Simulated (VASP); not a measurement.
# Nd4S (Im-3m) in VASP: further runs, part 2 of 2

VASP 6.6.1. Earlier steps stand in the parts before.

**3. Single point, PBE**

This run uses another cell than the first one: it holds 10 atoms, not 5.

The input, INCAR:

```
SYSTEM = Nd4S
  ALGO = Normal
  EDIFF = 1E-6
  ENCUT = 500
  GGA = PE
  GGA_COMPAT = .False.
  ISIF = 2
  ISMEAR = 0
  LASPH = .True.
  LCHARG = .False.
  LMAXMIX = 6
  LREAL = .False.
  LWAVE = .False.
  NBANDS = 61
  NELM = 200
  PREC = Accurate
  SIGMA = 0.2
```

The input, KPOINTS:

```
k-points
0
Gamma
  4 4 2
  0 0 0
```

The input, POSCAR:

```
Nd4S
1.0
   -3.3974105339      3.3974105339      3.3974105339
    3.3974105339     -3.3974105339      3.3974105339
    6.7948210678      6.7948210678      0.0000000000
Nd S
8 2
Direct
    0.2500000000      0.2500000000      0.2500000000
    0.7500000000      0.7500000000      0.7500000000
    0.5000000000      0.0000000000      0.0000000000
    0.0000000000      0.5000000000      0.5000000000
    0.7500000000      0.7500000000      0.2500000000
    0.2500000000      0.2500000000      0.7500000000
    0.0000000000      0.5000000000      1.0000000000
    0.5000000000      0.0000000000      0.5000000000
    1.0000000000      0.0000000000      0.0000000000
    0.5000000000      0.5000000000      0.5000000000
```

Potentials or basis: VASP PAW PBE potentials, release 64 (Nd_3, S), 4f in core.

Command:

```sh
$ cat potpaw_PBE.64/Nd_3/POTCAR potpaw_PBE.64/S/POTCAR > POTCAR
$ mpirun -np 1 vasp_std > vasp.out
```

OUTCAR:

```text
SYSTEM = Nd4S
   EDIFF = 1E-6
   ENCUT = 500
   GGA = PE
   ISIF = 2
   ISMEAR = 0
   LASPH = .True.
   LREAL = .False.
   NELM = 200
   PREC = Accurate

 ion  position               nearest neighbor table
   1  0.250  0.250  0.250-   9 2.94  10 2.94   5 3.40   7 3.40   8 3.40   3 3.40   4 3.40   5 3.40

   2  0.750  0.750  0.750-   9 2.94  10 2.94   6 3.40   7 3.40   8 3.40   3 3.40   4 3.40   6 3.40

   3  0.500  0.000  0.000-   9 2.94   9 2.94   5 3.40   6 3.40   7 3.40   1 3.40   2 3.40   7 3.40
[... 11 lines left out ...]
   9  0.000  0.000  0.000-   1 2.94   2 2.94   3 2.94   5 2.94   6 2.94   7 2.94   7 2.94   3 2.94

  10  0.500  0.500  0.500-   1 2.94   2 2.94   4 2.94   5 2.94   6 2.94   8 2.94   8 2.94   4 2.94

  LATTYP: Found a base centered orthorhombic cell.
 ALAT       =     6.7948210678
 B/A-ratio  =     1.4142135624
 C/A-ratio  =     1.4142135624

  Lattice vectors:

 A1 = (  -3.3974105339,   3.3974105339,   3.3974105339)
 A2 = (   3.3974105339,  -3.3974105339,   3.3974105339)
 A3 = (   6.7948210678,   6.7948210678,   0.0000000000)

Analysis of symmetry for initial positions (statically):
=====================================================================
 Subroutine PRICEL returns following result:

  LATTYP: Found a body centered cubic cell.
 ALAT       =     6.7948210678

  Lattice vectors:

 A1 = (  -3.3974105339,   3.3974105339,  -3.3974105339)
 A2 = (  -3.3974105339,  -3.3974105339,   3.3974105339)
 A3 = (   3.3974105339,   3.3974105339,   3.3974105339)

   2 primitive cells build up your supercell.

 Routine SETGRP: Setting up the symmetry group for a
 base centered orthorhombic supercell.

 Subroutine GETGRP returns: Found  8 space group operations
 (whereof  8 operations were pure point group operations)
 out of a pool of  8 trial point group operations.

The static configuration has the point symmetry D_2h.

Analysis of symmetry for dynamics (positions and initial velocities):
[... 144 lines left out ...]
   IVDW    =     0    specifies the selected vdW correction
   LEPSILON=     F    determine dielectric tensor
   LRPA    =     F    only Hartree local field effects (RPA)
 non-spin polarized calculation
 Gauss-broadening in eV      SIGMA  =   0.20
  energy-cutoff  :      500.00
  volume of cell :      313.71
 maximum number of plane-waves:      7992
 NGX is ok and might be reduce to    48

 number of electron     100.0000000 magnetization

 Free energy of the ion-electron system (eV)
  ---------------------------------------------------
  ext. energy  EPLUGINS =         0.00000000
  ---------------------------------------------------
  free energy    TOTEN  =       -49.69449301 eV

  energy without entropy =      -49.38007282  energy(sigma->0) =      -49.53728291

 E-fermi :   3.9092     XC(G=0):  -9.6900

 val. band max:        3.8997926640   @ k =   0.5000   0.2500   0.0000
 cond. band min:       3.9176142546   @ k =   0.5000   0.2500   0.0000
 fundamental gap:      0.0178215906
 Fermi energy:         3.9092296667

 k-point     1 :       0.0000    0.0000    0.0000
  band No.  band energies     occupation
      1     -34.2711      2.00000
      2     -34.1716      2.00000
      3     -34.1658      2.00000
      4     -34.0706      2.00000
      5     -34.0692      2.00000
      6     -34.0667      2.00000
[... 885 lines left out ...]
     60       5.0066      0.00000
     61       5.5527      0.00000

------------------------ aborting loop because EDIFF is reached ----------------------------------------

  FORCE on cell =-STRESS in cart. coord.  units (eV):
  Direction    XX          YY          ZZ          XY          YZ          ZX
  --------------------------------------------------------------------------------------
  -------------------------------------------------------------------------------------
  Total        0.2375985      0.2375985      0.5727515     -0.1405370      0.0000000     -0.0000000
  in kB        1.2134452      1.2134452      2.9251136     -0.7177398      0.0000000     -0.0000000
  external PRESSURE =       1.7840013 kB  Pullay stress =       0.0000000 kB

 VOLUME and BASIS-vectors are now :
 -----------------------------------------------------------------------------
  energy-cutoff  :      500.00
  volume of cell :      313.71
      direct lattice vectors                 reciprocal lattice vectors
    -3.397410534  3.397410534  3.397410534    -0.073585455  0.073585455  0.147170910
     3.397410534 -3.397410534  3.397410534     0.073585455 -0.073585455  0.147170910
     6.794821068  6.794821068  0.000000000     0.073585455  0.073585455  0.000000000

 POSITION                                       TOTAL-FORCE (eV/Angst)
 -----------------------------------------------------------------------------------
      1.69871      1.69871      1.69871         0.000000      0.000000     -0.000000
      5.09612      5.09612      5.09612         0.000000      0.000000      0.000000
     -1.69871      1.69871      1.69871        -0.000000     -0.000000     -0.000000
      5.09612      1.69871      1.69871        -0.000000     -0.000000     -0.000000
      1.69871      1.69871      5.09612        -0.000000      0.000000      0.000000
      5.09612      5.09612      1.69871        -0.000000     -0.000000      0.000000
      1.69871     -1.69871      1.69871         0.000000      0.000000      0.000000
      1.69871      5.09612      1.69871         0.000000      0.000000      0.000000
      0.00000      0.00000      0.00000        -0.000000      0.000000     -0.000000
      3.39741      3.39741      3.39741        -0.000000      0.000000     -0.000000
 -----------------------------------------------------------------------------------
    total drift:                                0.000000      0.000000      0.000000

  FREE ENERGIE OF THE ION-ELECTRON SYSTEM (eV)
  ---------------------------------------------------
  free  energy   TOTEN  =       -49.6944930066 eV

  energy  without entropy=      -49.3800728203  energy(sigma->0) =      -49.53728291
```

Run time: 2.9 min. Hardware: 1 thread of Intel Xeon 6975P-C (Granite Rapids), shared host; peak memory 0.49 GiB.

What came out:

| Property | Result |
| --- | --- |
| Free energy | -49.6945 eV |
| Pressure | 0.2 GPa |
| Band gap on the k mesh | zero (bands 50 and 51 overlap by 0.52 eV) |

Caveat: spin-orbit coupling is left out, which moves the levels of the heavy elements; the 4f electrons are frozen in the core, so they carry no moment and show no levels; the run has no spin polarisation, though such a crystal can be magnetic.
